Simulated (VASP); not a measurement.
# Ta2N (P-3m1) in VASP: single point with r2SCAN

Aim: the single point of Ta2N with r2SCAN.

All numbers are computed with VASP 6.6.1; they aren't measurements. Logs are shortened: lines on timing, memory, paths and dates and some standing lists are left out, and cuts for length are marked.

**1. The cell of the first run**

The structure is trigonal, space group P-3m1 (No. 164). The conventional cell has a = 3.073 Å, b = 3.073 Å, c = 4.895 Å, α = 90.00°, β = 90.00°, γ = 120.00°. Within 3.1 Å of Ta (site symmetry 3m) lie 3 N at 2.18 Å and 12 Ta at 2.97 to 3.08 Å. Within 2.9 Å of N (site symmetry -3m) lie 6 Ta at 2.18 Å.

**2. Single point, r2SCAN**

POSCAR

```
Ta2N
1.0
    3.0733181330      0.0000000000      0.0000000000
   -1.5366590665      2.6615715771      0.0000000000
    0.0000000000      0.0000000000      4.8952848135
Ta N
2 1
Direct
    0.6666666667      0.3333333333      0.7429776906
    0.3333333333      0.6666666667      0.2570223094
    0.0000000000      0.0000000000      0.0000000000
```

INCAR.step1

```
SYSTEM = Ta2N
ALGO = Normal
EDIFF = 1E-5
ENCUT = 660
GGA = PE
GGA_COMPAT = .False.
ISMEAR = 0
LASPH = .True.
LCHARG = .False.
LREAL = .False.
LWAVE = .True.
NBANDS = 20
NELM = 120
PREC = Accurate
SIGMA = 0.1
```

INCAR.step2

```
SYSTEM = Ta2N
ALGO = Normal
EDIFF = 1E-6
ENCUT = 660
GGA_COMPAT = .False.
ISIF = 2
ISMEAR = 0
ISTART = 1
LASPH = .True.
LCHARG = .False.
LMIXTAU = .True.
LREAL = .False.
LWAVE = .False.
METAGGA = R2SCAN
NBANDS = 20
NELM = 120
PREC = Accurate
SIGMA = 0.1
```

KPOINTS

```
k-points
0
Gamma
  18 18 10
  0 0 0
```

Potentials or basis: VASP PAW PBE potentials, release 64 (Ta_pv, N).

Command:

```
$ cat potpaw_PBE.64/Ta_pv/POTCAR potpaw_PBE.64/N/POTCAR > POTCAR
$ cp INCAR.step1 INCAR
$ mpirun -np 1 vasp_std > vasp.out
$ cp INCAR.step2 INCAR
$ mpirun -np 1 vasp_std > vasp.out
```

OUTCAR:

```text
SYSTEM = Ta2N
   EDIFF = 1E-6
   ENCUT = 660
   ISIF = 2
   ISMEAR = 0
   ISTART = 1
   LASPH = .True.
   LREAL = .False.
   METAGGA = R2SCAN
   NELM = 120
   PREC = Accurate

 ion  position               nearest neighbor table
   1  0.667  0.333  0.743-   3 2.18   3 2.18   3 2.18   2 2.97   2 2.97   2 2.97   2 3.08   2 3.08
                             2 3.08
   2  0.333  0.667  0.257-   3 2.18   3 2.18   3 2.18   1 2.97   1 2.97   1 2.97   1 3.08   1 3.08
                             1 3.08
   3  0.000  0.000  0.000-   1 2.18   2 2.18   1 2.18   2 2.18   1 2.18   2 2.18

  LATTYP: Found a hexagonal cell.
 ALAT       =     3.0733181330
 C/A-ratio  =     1.5928337392

  Lattice vectors:

 A1 = (   3.0733181330,   0.0000000000,   0.0000000000)
 A2 = (  -1.5366590665,   2.6615715771,   0.0000000000)
 A3 = (   0.0000000000,   0.0000000000,   4.8952848135)

Analysis of symmetry for initial positions (statically):
=====================================================================
 Subroutine PRICEL returns:
 Original cell was already a primitive cell.

 Routine SETGRP: Setting up the symmetry group for a
 hexagonal supercell.

 Subroutine GETGRP returns: Found 12 space group operations
 (whereof 12 operations were pure point group operations)
 out of a pool of 24 trial point group operations.

The static configuration has the point symmetry D_3d.

Analysis of symmetry for dynamics (positions and initial velocities):
=====================================================================
 Subroutine PRICEL returns:
 Original cell was already a primitive cell.

 Routine SETGRP: Setting up the symmetry group for a
 hexagonal supercell.

 Subroutine GETGRP returns: Found 12 space group operations
 (whereof 12 operations were pure point group operations)
 out of a pool of 24 trial point group operations.

The dynamic configuration has the point symmetry D_3d.

 Subroutine INISYM returns: Found 12 space group operations
 (whereof 12 operations are pure point group operations),
 and found     1 'primitive' translations

----------------------------------------------------------------------------------------

                                     Primitive cell

  volume of cell :      40.0427

  direct lattice vectors                    reciprocal lattice vectors
     3.073318133  0.000000000  0.000000000     0.325381219  0.187858934  0.000000000
    -1.536659066  2.661571577  0.000000000     0.000000000  0.375717869  0.000000000
     0.000000000  0.000000000  4.895284813     0.000000000  0.000000000  0.204278206

  length of vectors
     3.073318133  3.073318133  4.895284813     0.375717869  0.375717869  0.204278206

  position of ions in fractional coordinates (direct lattice)
     0.666666667  0.333333333  0.742977691
     0.333333333  0.666666667  0.257022309
     0.000000000  0.000000000  0.000000000

  ion indices of the primitive-cell ions
   primitive index   ion index
                 1           1
                 2           2
                 3           3

----------------------------------------------------------------------------------------

 KPOINTS: k-points

Automatic generation of k-mesh.
 Grid dimensions read from file:
 generate k-points for:   18   18   10

 Generating k-lattice:

  Cartesian coordinates                     Fractional coordinates (reciprocal lattice)
     0.018076734  0.010436607  0.000000000     0.055555556 -0.000000000  0.000000000
     0.000000000  0.020873215  0.000000000     0.000000000  0.055555556  0.000000000
     0.000000000  0.000000000  0.020427821     0.000000000  0.000000000  0.100000000

  Length of vectors
     0.020873215  0.020873215  0.020427821

  Shift w.r.t. Gamma in fractional coordinates (k-lattice)
     0.000000000  0.000000000  0.000000000

 Subroutine IBZKPT returns following result:
 ===========================================

 Found    330 irreducible k-points:

 Following reciprocal coordinates:
            Coordinates               Weight
  0.000000  0.000000  0.000000      1.000000
  0.055556  0.000000  0.000000      6.000000
  0.111111  0.000000  0.000000      6.000000
  0.166667 -0.000000  0.000000      6.000000
  0.222222 -0.000000  0.000000      6.000000
  0.277778  0.000000  0.000000      6.000000
[... 16 lines left out ...]
  0.333333  0.111111  0.000000     12.000000
  0.388889  0.111111  0.000000     12.000000
 [... further k-points ...]
   k-points           NKPTS =    330   k-points in BZ     NKDIM =    330   number of bands    NBANDS=     20
   number of dos      NEDOS =    301   number of ions     NIONS =      3
   total plane-waves  NPLWV =  32928
   dimension x,y,z NGX =    28 NGY =   28 NGZ =   42
   dimension x,y,z NGXF=    56 NGYF=   56 NGZF=   84
   ions per type =               2   1
   NGX,Y,Z   is equivalent  to a cutoff of  15.15, 15.15, 14.26 a.u.
   NGXF,Y,Z  is equivalent  to a cutoff of  30.29, 30.29, 28.53 a.u.
 SYSTEM =  Ta2N
   PREC   = accura    normal or accurate (medium, high low for compatibility)
   ISTART =      1    job   : 0-new  1-cont  2-samecut
   ICHARG =      0    charge: 1-file 2-atom 10-const
   ISPIN  =      1    spin polarized calculation?
   LNONCOLLINEAR =      F non collinear calculations
   LSORBIT =      F    spin-orbit coupling
   LASPH  =      T    aspherical Exc in radial PAW
   ENCUT  =  660.0 eV  48.51 Ry    6.96 a.u.   6.44  6.44 10.25*2*pi/ulx,y,z
   NELM   =    120;   NELMIN=  2; NELMDL=  0     # of ELM steps
   EDIFF  = 0.1E-05   stopping-criterion for ELM
   LREAL  =      F    real-space projection
   EDIFFG = 0.1E-04   stopping-criterion for IOM
   NSW    =      0    number of steps for IOM
   IBRION =     -1    ionic relax: 0-MD 1-quasi-New 2-CG
   NFREE  =      0    steps in history (QN), initial steepest desc. (CG)
   ISIF   =      2    stress and relaxation
   ISYM   =      2    0-nonsym 1-usesym 2-fastsym
   POTIM  = 0.5000    time-step for ionic-motion
   TEBEG  =    0.0;   TEEND  =   0.0 temperature during run
   PSTRESS=    0.0 pullay stress
   NELECT =      27.0000    total number of electrons
   NUPDOWN=      -1.0000    fix difference up-down
   EMIN   =  10.00;   EMAX   =-10.00  energy-range for DOS
   EFERMI =   0.00;   METHOD = LEGACY
   ISMEAR =     0;   SIGMA  =   0.10  broadening in eV -4-tet -1-fermi 0-gaus
   EFERMI_NEDOS =   21; number of points for ismear=-14 and -15
   IALGO  =     38    algorithm
   IMIX   =      4    mixing-type and parameters
     AMIX     =   0.40;   BMIX     =  1.00
     AMIX_MAG =   1.60;   BMIX_MAG =  1.00
  volume/ion in A,a.u.               =      13.35        90.07
  Fermi-wavevector in a.u.,A,eV,Ry     =   1.435561  2.712816 28.039353  2.060834
  Thomas-Fermi vector in A             =   2.554846
   LORBIT       =      0    0 simple, 1 ext, 2 COOP (PROOUT), +10 PAW based schemes
   METAGGA = R2SCAN    functional components
   LHFCALC =     F    Hartree Fock is set to
   AEXX    =    0.0000 exact exchange contribution
   IVDW    =     0    specifies the selected vdW correction
   LEPSILON=     F    determine dielectric tensor
   LRPA    =     F    only Hartree local field effects (RPA)
 non-spin polarized calculation
 Gauss-broadening in eV      SIGMA  =   0.10
  energy-cutoff  :      660.00
  volume of cell :       40.04
 maximum number of plane-waves:      1570
 NGX is ok and might be reduce to    28
   NGX = 13   NGY = 13   NGZ = 21

 number of electron      27.0000000 magnetization

 Free energy of the ion-electron system (eV)
  ---------------------------------------------------
  ext. energy  EPLUGINS =         0.00000000
  ---------------------------------------------------
  free energy    TOTEN  =      -109.03731146 eV

  energy without entropy =     -109.03188210  energy(sigma->0) =     -109.03459678

 E-fermi :   7.6789     XC(G=0): -14.0370

 val. band max:        7.6737541723   @ k =   0.1667  -0.0000   0.0000
 cond. band min:       7.6823586364   @ k =   0.1667   0.0556   0.4000
 fundamental gap:      0.0086044642
 Fermi energy:         7.6789367693

 k-point     1 :       0.0000    0.0000    0.0000
  band No.  band energies     occupation
      1     -29.3859      2.00000
      2     -28.5560      2.00000
      3     -28.5560      2.00000
      4     -28.4307      2.00000
      5     -28.4307      2.00000
      6     -28.3523      2.00000
[... 12 lines left out ...]
     19       8.8459      0.00000
     20      12.9388      0.00000

 k-point     2 :       0.0556    0.0000    0.0000
  band No.  band energies     occupation
      1     -29.3754      2.00000
      2     -28.5781      2.00000
      3     -28.5637      2.00000
      4     -28.4528      2.00000
      5     -28.4325      2.00000
      6     -28.3553      2.00000
[... 12 lines left out ...]
     19       9.1532      0.00000
     20      12.9553      0.00000

 k-point     3 :       0.1111    0.0000    0.0000
  band No.  band energies     occupation
      1     -29.3447      2.00000
      2     -28.6413      2.00000
      3     -28.5850      2.00000
      4     -28.5152      2.00000
      5     -28.4384      2.00000
      6     -28.3649      2.00000
[... 12 lines left out ...]
     19       9.7939      0.00000
     20      12.8778      0.00000

 k-point     4 :       0.1667   -0.0000    0.0000
  band No.  band energies     occupation
      1     -29.2958      2.00000
      2     -28.7379      2.00000
      3     -28.6162      2.00000
      4     -28.6074      2.00000
      5     -28.4487      2.00000
      6     -28.3824      2.00000
[... 429 lines left out ...]
 k-point    23 :       0.3333    0.1111    0.0000
  band No.  band energies     occupation
      1     -29.1860      2.00000
      2     -29.0052      2.00000
      3     -28.9718      2.00000
      4     -28.7784      2.00000
      5     -28.5613      2.00000
      6     -28.5432      2.00000
[... 12 lines left out ...]
     19      12.5307      0.00000
     20      12.9959      0.00000

 k-point    24 :       0.3889    0.1111    0.0000
  band No.  band energies     occupation
      1     -29.2425      2.00000
      2     -29.0384      2.00000
      3     -28.9119      2.00000
      4     -28.8073      2.00000
      5     -28.5859      2.00000
      6     -28.5722      2.00000
[... 12 lines left out ...]
     19      12.5723      0.00000
     20      12.7765      0.00000

 [... further k-points ...]

------------------------ aborting loop because EDIFF is reached ----------------------------------------

  FORCE on cell =-STRESS in cart. coord.  units (eV):
  Direction    XX          YY          ZZ          XY          YZ          ZX
  --------------------------------------------------------------------------------------
  -------------------------------------------------------------------------------------
  Total        0.2927359      0.2927359      0.2474562      0.0000000      0.0000000      0.0000000
  in kB       11.7128600     11.7128600      9.9011411      0.0000000      0.0000000      0.0000000
  external PRESSURE =      11.1089537 kB  Pullay stress =       0.0000000 kB

 VOLUME and BASIS-vectors are now :
 -----------------------------------------------------------------------------
  energy-cutoff  :      660.00
  volume of cell :       40.04
      direct lattice vectors                 reciprocal lattice vectors
     3.073318133  0.000000000  0.000000000     0.325381219  0.187858934  0.000000000
    -1.536659066  2.661571577  0.000000000     0.000000000  0.375717869  0.000000000
     0.000000000  0.000000000  4.895284813     0.000000000  0.000000000  0.204278206

 POSITION                                       TOTAL-FORCE (eV/Angst)
 -----------------------------------------------------------------------------------
      1.53666      0.88719      3.63709        -0.000000     -0.000000     -0.074283
     -0.00000      1.77438      1.25820         0.000000      0.000000      0.074283
      0.00000      0.00000      0.00000         0.000000      0.000000      0.000000
 -----------------------------------------------------------------------------------
    total drift:                                0.000000     -0.000000      0.000000

  FREE ENERGIE OF THE ION-ELECTRON SYSTEM (eV)
  ---------------------------------------------------
  free  energy   TOTEN  =      -109.0373114646 eV

  energy  without entropy=     -109.0318821004  energy(sigma->0) =     -109.03459678
```

Run time: 21 min. Hardware: 1 thread of Oxide Virtual Turin-like, shared host; peak memory 0.42 GiB.

Results:

| Quantity | Value |
| --- | --- |
| Free energy | -109.0373 eV |
| Pressure | 1.1 GPa |
| Largest force | 0.074 eV/Å |
| Band gap on the k mesh | zero (an odd number of electrons rules out a gap without spin polarisation) |

Forces on the atoms (eV/Å):
```
Ta   0.000  0.000 -0.074
Ta   0.000  0.000  0.074
N    0.000  0.000  0.000
```

Levels at points of the mesh, in eV from the Fermi level:
```tsv
k point	band 12	band 13	band 14	band 15	band 16	band 17
(0.00, 0.00, 0.00)	-0.82	-0.23	-0.23	0.10	0.51	0.51
(0.50, 0.00, 0.00)	-2.93	-1.55	1.58	2.15	4.13	4.21
(0.00, 0.00, 0.50)	-3.00	-1.05	-1.05	1.76	2.36	2.48
(0.50, 0.00, 0.50)	-2.47	-2.28	-0.58	0.73	3.72	3.95
```

Caveat: the PAW data sets were made with another functional, which shifts forces and pressure a little; spin-orbit coupling is left out, which moves the levels of the heavy elements.
